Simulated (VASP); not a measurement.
# Li (P1) in VASP: notebook

Li is run at these levels: PBE; tasks: single point.

Program: VASP 6.6.1. These are calculated values, not measurements. Logs are shortened: lines on timing, memory, paths and dates and some standing lists are left out, and cuts for length are marked.

## 1. The cell of the first run

The typed cell holds 16 atoms: a = 7.313 Å, b = 7.313 Å, c = 7.313 Å, α = 90.00°, β = 90.00°, γ = 90.00°.

## 2. Single point, PBE

Contents of INCAR:

```
PREC     = Accurate       # precision mode
ENCUT    = 520            # plane-wave cutoff, eV
EDIFF    = 1E-6           # SCF threshold, eV
ISMEAR   = -1             # smearing method
SIGMA    = 0.16           # smearing width, eV
LREAL    = Auto         
LASPH    = T              # aspherical terms in the spheres
NELM     = 80             # most SCF steps
ALGO     = Normal         # electronic algorithm
ISIF     = 2              # what is computed and relaxed
LWAVE    = F              # write WAVECAR
LCHARG   = F              # write CHGCAR
GGA      = PE             # functional
NBANDS   = 38             # bands
```

Contents of KPOINTS:

```
Automatic mesh
0
Gamma
  3 3 3
```

Contents of POSCAR:

```
Li
1.0
    7.3128730000      0.0000000000      0.0000000000
    0.0000000000      7.3128730000      0.0000000000
    0.0000000000      0.0000000000      7.3128730000
Li
16
Direct
   -0.0113908720      0.0094080671      0.0352392281
    0.5890161090     -0.0462061901      0.2185461172
    0.0313146420      0.5398698979     -0.0169427255
   -0.0515255769      0.0109259384      0.5627200144
    0.2074560846      0.2578056531      0.3005111671
    0.4826557223      0.4226656199      0.0873938328
    0.4373247012     -0.0141941478      0.5916552906
    0.7507719606      0.2413415357      0.2798352987
   -0.0050458965      0.5379554657      0.4788952304
    0.2183136505      0.8376871853      0.2773328622
    0.1761824662      0.2641779777      0.7473533316
    0.5214229756      0.6508659456      0.4529273242
    0.8511702583      0.7261168080      0.2377998360
    0.7656635087      0.2727108757      0.8370718321
    0.1613182671      0.7712016878      0.7728289552
    0.7363863696      0.7349368709      0.7603304474
```

Potentials or basis: VASP PAW PBE potentials, release 64 (Li_sv).

Started as:

```bash
cat potpaw_PBE.64/Li_sv/POTCAR > POTCAR
mpirun -np 1 vasp_std > vasp.out
```

OUTCAR:

```text
PREC = Accurate
   ENCUT = 520
   EDIFF = 1E-6
   ISMEAR = -1
   LREAL = Auto
   LASPH = T
   NELM = 80
   ISIF = 2
   GGA = PE

 ion  position               nearest neighbor table
   1  0.989  0.009  0.035-
   2  0.589  0.954  0.219-   8 2.45  13 2.54
   3  0.031  0.540  0.983-  15 2.48
   4  0.948  0.011  0.563-
   5  0.207  0.258  0.301-
   6  0.483  0.423  0.087-
   7  0.437  0.986  0.592-
   8  0.751  0.241  0.280-   2 2.45
   9  0.995  0.538  0.479-  13 2.47
  10  0.218  0.838  0.277-
  11  0.176  0.264  0.747-
  12  0.521  0.651  0.453-
  13  0.851  0.726  0.238-   9 2.47   2 2.54
  14  0.766  0.273  0.837-
  15  0.161  0.771  0.773-   3 2.48
  16  0.736  0.735  0.760-

  LATTYP: Found a simple cubic cell.
 ALAT       =     7.3128730000

  Lattice vectors:

 A1 = (   7.3128730000,   0.0000000000,   0.0000000000)
 A2 = (   0.0000000000,   7.3128730000,   0.0000000000)
 A3 = (   0.0000000000,   0.0000000000,   7.3128730000)

Analysis of symmetry for initial positions (statically):
=====================================================================
 Subroutine PRICEL returns:
 Original cell was already a primitive cell.

 Routine SETGRP: Setting up the symmetry group for a
 simple cubic supercell.

 Subroutine GETGRP returns: Found  1 space group operations
 (whereof  1 operations were pure point group operations)
 out of a pool of 48 trial point group operations.

The static configuration has the point symmetry C_1 .

Analysis of symmetry for dynamics (positions and initial velocities):
=====================================================================
 Subroutine PRICEL returns:
 Original cell was already a primitive cell.

 Routine SETGRP: Setting up the symmetry group for a
 simple cubic supercell.

 Subroutine GETGRP returns: Found  1 space group operations
 (whereof  1 operations were pure point group operations)
 out of a pool of 48 trial point group operations.

The dynamic configuration has the point symmetry C_1 .

 Subroutine INISYM returns: Found  1 space group operations
 (whereof  1 operations are pure point group operations),
 and found     1 'primitive' translations
[... 104 lines left out ...]
   ISTART =      0    job   : 0-new  1-cont  2-samecut
   ICHARG =      2    charge: 1-file 2-atom 10-const
   ISPIN  =      1    spin polarized calculation?
   LNONCOLLINEAR =      F non collinear calculations
   LSORBIT =      F    spin-orbit coupling
   LASPH  =      T    aspherical Exc in radial PAW
   ENCUT  =  520.0 eV  38.22 Ry    6.18 a.u.  13.60 13.60 13.60*2*pi/ulx,y,z
   NELM   =     80;   NELMIN=  2; NELMDL= -5     # of ELM steps
   EDIFF  = 0.1E-05   stopping-criterion for ELM
   LREAL  =      T    real-space projection
   EDIFFG = 0.1E-04   stopping-criterion for IOM
   NSW    =      0    number of steps for IOM
[... 5 lines left out ...]
   TEBEG  =    0.0;   TEEND  =   0.0 temperature during run
   PSTRESS=    0.0 pullay stress
   NELECT =      48.0000    total number of electrons
   NUPDOWN=      -1.0000    fix difference up-down
   EMIN   =  10.00;   EMAX   =-10.00  energy-range for DOS
   EFERMI =   0.00;   METHOD = LEGACY
   ISMEAR =    -1;   SIGMA  =   0.16  broadening in eV -4-tet -1-fermi 0-gaus
   EFERMI_NEDOS =   21; number of points for ismear=-14 and -15
   IALGO  =     38    algorithm
   IMIX   =      4    mixing-type and parameters
     AMIX     =   0.40;   BMIX     =  1.00
     AMIX_MAG =   1.60;   BMIX_MAG =  1.00
  volume/ion in A,a.u.               =      24.44       164.95
  Fermi-wavevector in a.u.,A,eV,Ry     =   0.813581  1.537444  9.005877  0.661913
  Thomas-Fermi vector in A             =   1.923332
   LORBIT       =      0    0 simple, 1 ext, 2 COOP (PROOUT), +10 PAW based schemes
   GGA     = PE    functional components
   LHFCALC =     F    Hartree Fock is set to
   AEXX    =    0.0000 exact exchange contribution
   IVDW    =     0    specifies the selected vdW correction
   LEPSILON=     F    determine dielectric tensor
   LRPA    =     F    only Hartree local field effects (RPA)
 non-spin polarized calculation
  energy-cutoff  :      520.00
  volume of cell :      391.08
 maximum number of plane-waves:     10543
 NGX is ok and might be reduce to    54
   NGX = 27   NGY = 27   NGZ = 27

 number of electron      47.9999998 magnetization

 Free energy of the ion-electron system (eV)
  ---------------------------------------------------
  ext. energy  EPLUGINS =         0.00000000
  ---------------------------------------------------
  free energy    TOTEN  =       -28.24974867 eV

  energy without entropy =      -27.60107555  energy(sigma->0) =      -27.92541211

 E-fermi :   0.0910     XC(G=0):  -6.5434

 val. band max:        0.0861312174   @ k =   0.0000   0.3333   0.0000
 cond. band min:       0.0962506055   @ k =   0.0000   0.3333   0.3333
 fundamental gap:      0.0101193880
 Fermi energy:         0.0910138328

 k-point     1 :       0.0000    0.0000    0.0000
  band No.  band energies     occupation
      1     -47.1056      2.00000
      2     -46.9731      2.00000
      3     -46.8982      2.00000
      4     -46.8934      2.00000
      5     -46.8780      2.00000
      6     -46.8650      2.00000
[... 535 lines left out ...]
     35       2.9166      0.00000
     36       3.1634      0.00000
 [bands above 36 left out]

------------------------ aborting loop because EDIFF is reached ----------------------------------------

  FORCE on cell =-STRESS in cart. coord.  units (eV):
  Direction    XX          YY          ZZ          XY          YZ          ZX
  --------------------------------------------------------------------------------------
  -------------------------------------------------------------------------------------
  Total       -1.0787697     -0.6075502     -2.4853170     -0.8426285     -0.6418479      0.1367516
  in kB       -4.4195212     -2.4890216    -10.1818871     -3.4520943     -2.6295328      0.5602463
  external PRESSURE =      -5.6968099 kB  Pullay stress =       0.0000000 kB

 VOLUME and BASIS-vectors are now :
 -----------------------------------------------------------------------------
  energy-cutoff  :      520.00
  volume of cell :      391.08
      direct lattice vectors                 reciprocal lattice vectors
     7.312873000  0.000000000  0.000000000     0.136745162  0.000000000  0.000000000
     0.000000000  7.312873000  0.000000000     0.000000000  0.136745162  0.000000000
     0.000000000  0.000000000  7.312873000     0.000000000  0.000000000  0.136745162

 POSITION                                       TOTAL-FORCE (eV/Angst)
 -----------------------------------------------------------------------------------
      7.22957      0.06880      0.25770        -0.049539      0.246967     -0.250960
      4.30740      6.97497      1.59820        -0.443050     -0.008990     -0.501722
      0.22900      3.94800      7.18897        -0.111013     -0.447497      0.453171
      6.93607      0.07990      4.11510        -0.134244     -0.091688     -0.349977
      1.51710      1.88530      2.19760         0.000791     -0.106186      0.024494
      3.52960      3.09090      0.63910        -0.128764      0.394388     -0.259940
[... 8 lines left out ...]
      1.17970      5.63970      5.65160         0.428553      0.106370     -0.189824
      5.38510      5.37450      5.56020         0.028534      0.028073      0.359651
 -----------------------------------------------------------------------------------
    total drift:                                0.000515      0.008394      0.001408

  FREE ENERGIE OF THE ION-ELECTRON SYSTEM (eV)
  ---------------------------------------------------
  free  energy   TOTEN  =       -28.2497486722 eV

  energy  without entropy=      -27.6010755468  energy(sigma->0) =      -27.92541211
```

OSZICAR:

```text
N       E                     dE             d eps       ncg     rms          rms(c)
DAV:   1     0.261974811366E+03    0.26197E+03   -0.21045E+04  1096   0.122E+03
DAV:   2     0.439326995448E+02   -0.21804E+03   -0.20366E+03  1104   0.323E+02
DAV:   3    -0.120048160424E+02   -0.55938E+02   -0.54500E+02  1984   0.810E+01
DAV:   4    -0.254234926392E+02   -0.13419E+02   -0.13207E+02  1816   0.664E+01
DAV:   5    -0.290202257402E+02   -0.35967E+01   -0.35945E+01  1944   0.207E+01    0.254E+00
DAV:   6    -0.283598755032E+02    0.66035E+00   -0.16580E+00  1458   0.653E+00    0.112E+00
DAV:   7    -0.282496168982E+02    0.11026E+00   -0.47734E-01  1808   0.225E+00    0.337E-01
DAV:   8    -0.282501897759E+02   -0.57288E-03   -0.87148E-02  1648   0.995E-01    0.206E-01
DAV:   9    -0.282498427634E+02    0.34701E-03   -0.80109E-03  1648   0.302E-01    0.980E-02
DAV:  10    -0.282497432026E+02    0.99561E-04   -0.11308E-03  1632   0.139E-01    0.234E-02
DAV:  11    -0.282497491902E+02   -0.59876E-05   -0.16455E-04  1688   0.536E-02    0.108E-02
DAV:  12    -0.282497490630E+02    0.12725E-06   -0.14928E-05  1600   0.186E-02    0.348E-03
DAV:  13    -0.282497486722E+02    0.39071E-06   -0.30179E-06  1352   0.699E-03
   1 F= -.28249749E+02 E0= -.27925412E+02  d E =-.648673E+00
```

stdout:

```text
POSCAR found type information on POSCAR Li
 POSCAR found :  1 types and      16 ions
 scaLAPACK will be used
 LDA part: xc-table for (Slater+PW92), standard interpolation
 POSCAR, INCAR and KPOINTS ok, starting setup
 FFT: planning ... GRIDC
 FFT: planning ... GRID_SOFT
 FFT: planning ... GRID
 WAVECAR not read
 entering main loop
```

Wall time 4.6 min (1 thread of Intel Xeon Platinum 8259CL at 2.50GHz (Skylake/Cascade Lake), shared host); peak memory 0.41 GiB.

What came out:

| Quantity | Value |
| --- | --- |
| Free energy | -28.2497 eV |
| Largest force | 0.751 eV/Å |
| Band gap on the k mesh | zero (band 24 reaches 0.33 eV, above the bottom of band 25 at -0.04 eV) |

Forces on the atoms (eV/Å):
```
Li  -0.050  0.247 -0.251
Li  -0.443 -0.009 -0.502
Li  -0.111 -0.447  0.453
Li  -0.134 -0.092 -0.350
Li   0.001 -0.106  0.024
Li  -0.129  0.394 -0.260
Li   0.137  0.460  0.052
Li   0.419  0.527  0.333
Li   0.106 -0.239  0.495
Li   0.051 -0.199  0.062
Li   0.258  0.085  0.068
Li  -0.142 -0.692  0.055
Li  -0.284 -0.057 -0.139
Li  -0.135 -0.005 -0.210
Li   0.429  0.106 -0.190
Li   0.029  0.028  0.360
```

Levels at points of the mesh, in eV from the Fermi level:
| k point | band 20 | band 21 | band 22 | band 23 | band 24 | band 25 | band 26 | band 27 | band 28 | band 29 |
| --- | --- | --- | --- | --- | --- | --- | --- | --- | --- | --- |
| (0.00, 0.00, 0.00) | -1.13 | -1.07 | -0.98 | -0.87 | 0.24 | 0.33 | 0.40 | 0.47 | 0.51 | 0.65 |

Caveat: the cutoff is under 1.25 times the usual one of these potentials, so pressure, stress and relaxed cells hold a basis-set (Pulay) error.

(Part 1 of 2 ends here.)
